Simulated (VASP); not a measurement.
# Cs: single point with PBEsol

Cs:

```
CELL_PARAMETERS angstrom
5.51926 0.00000 0.00000
0.00000 10.05168 0.00000
0.00000 0.00000 8.98807
ATOMIC_POSITIONS crystal
Cs 0.73930 0.39474 0.75000
Cs 0.26070 0.60526 0.25000
Cs 0.73930 0.10526 0.25000
Cs 0.26070 0.89474 0.75000
```

| Item | Value |
| --- | --- |
| Program | VASP 6.6.1 |
| Task | single point |
| Functional | PBEsol |
| Potentials or basis | VASP PAW PBE potentials, release 64 (Cs_sv) |
| Cutoff | 500 eV |
| k mesh | 4 × 2 × 2 |
| Occupations | gaussian, width 0.1 eV |
| Spin | no spin polarisation |

```
Pressure               : -0.2 GPa
Largest force          : 0.021 eV/Å
Band gap on the k mesh : zero (bands 18 and 19 overlap by 0.88 eV)
```

Forces on the atoms (eV/Å):
```
Cs   0.012  0.016  0.000
Cs  -0.012 -0.016  0.000
Cs   0.012 -0.016  0.000
Cs  -0.012  0.016  0.000
```

Stress tensor (GPa, compression positive):
```
-0.19  0.00  0.00
 0.00 -0.30  0.00
 0.00  0.00 -0.19
```

Levels at points of the mesh, in eV from the Fermi level:
```
           k point  band 14  band 15  band 16  band 17  band 18  band 19  band 20  band 21  band 22  band 23
(0.00, 0.00, 0.00)   -10.65   -10.65   -10.64    -1.62    -0.05     0.02     0.13     0.74     0.94     1.04
(0.50, 0.00, 0.00)   -10.67   -10.66   -10.66    -0.21    -0.17     0.82     0.84     0.86     0.87     0.88
(0.00, 0.50, 0.00)   -10.65   -10.65   -10.65    -1.14    -1.14     0.52     0.52     0.77     0.77     1.28
(0.50, 0.50, 0.00)   -10.66   -10.66   -10.66    -0.06    -0.06     0.35     0.35     0.78     0.78     0.94
(0.00, 0.00, 0.50)   -10.66   -10.66   -10.66    -1.03    -1.03     0.09     0.09     0.81     0.81     1.60
(0.50, 0.00, 0.50)   -10.66   -10.66   -10.66     0.21     0.21     0.22     0.22     1.02     1.02     1.09
(0.00, 0.50, 0.50)   -10.66   -10.66   -10.66    -0.60    -0.60    -0.60    -0.60     1.40     1.40     1.40
(0.50, 0.50, 0.50)   -10.67   -10.67   -10.67     0.22     0.22     0.22     0.22     0.81     0.81     0.81
```

It took 3.4 min on 1 thread of Intel Xeon 8259CL (shared host), peak memory 0.53 GiB.

Caveat: the PAW data sets were made with another functional, which shifts forces and pressure a little; spin-orbit coupling is left out, which moves the levels of the heavy elements.
